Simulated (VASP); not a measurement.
**MnO: single point with PBEsol**

Crystal: MnO.

```
CELL_PARAMETERS angstrom
0.00000 2.22200 2.22200
2.22200 0.00000 2.22200
2.22200 2.22200 0.00000
ATOMIC_POSITIONS crystal
Mn 0.00000 0.00000 0.00000
O 0.50000 0.50000 0.50000
```

```yaml
Program: VASP 6.6.1
Task: single point
Functional: PBEsol
Potentials_or_basis: VASP PAW PBE potentials, release 64 (Mn_pv, O)
Cutoff: 520 eV
k_mesh: 10 × 10 × 10
Occupations: fermi-dirac, width 0.05 eV
Spin: collinear spin, ferromagnetic start
Starting_moments: "[5.0, 0.0] μB"
```

| Quantity | Value |
| --- | --- |
| Pressure | -6.7 GPa |
| Net moment | 4.76 μB per cell |
| Site moments | Mn +4.31; O +0.20 μB |
| Valence electrons inside the program's atomic spheres | Mn 11.36; O 4.95 |

Levels at points of the mesh, in eV from the Fermi level:
Spin up:
```
           k point  band 8  band 9  band 10  band 11  band 12  band 13  band 14  band 15  band 16  band 17
(0.00, 0.00, 0.00)   -3.21   -3.21    -3.21    -2.69    -2.69    -0.60    13.77    16.19    16.19    16.19
(0.50, 0.00, 0.00)   -2.30   -2.30    -1.86     0.23     0.23     3.33     7.67    11.73    11.73    18.34
(0.50, 0.50, 0.00)   -4.24   -2.25    -2.02    -2.02    -1.89     4.91     7.72    10.27    13.54    13.54
```
Spin down:
```csv
k point,band 3,band 4,band 5,band 6,band 7,band 8,band 9,band 10,band 11,band 12
"(0.00, 0.00, 0.00)",-45.60,-19.77,-3.36,-3.36,-3.36,0.69,0.69,0.69,0.70,1.33
"(0.50, 0.00, 0.00)",-45.61,-18.78,-7.43,-4.87,-4.87,1.90,1.94,1.94,3.63,3.63
"(0.50, 0.50, 0.00)",-45.63,-18.82,-6.46,-4.35,-4.35,-0.91,1.93,2.14,2.38,2.38
```

It took 55 s on 1 thread of Intel Xeon 8259CL, with other jobs on the host, peak memory 0.17 GiB.

Caveat: the cell stands under tension; the PAW data sets were made with another functional, which shifts forces and pressure a little; a cell with one magnetic atom can't hold antiferromagnetic order, which such compounds often take; semilocal functionals often make such compounds metallic where correlation or magnetic order opens a gap, which also shifts bond lengths. With open d or f shells a metallic result of PBEsol can be an artefact of self-interaction; +U or a hybrid may open a gap.
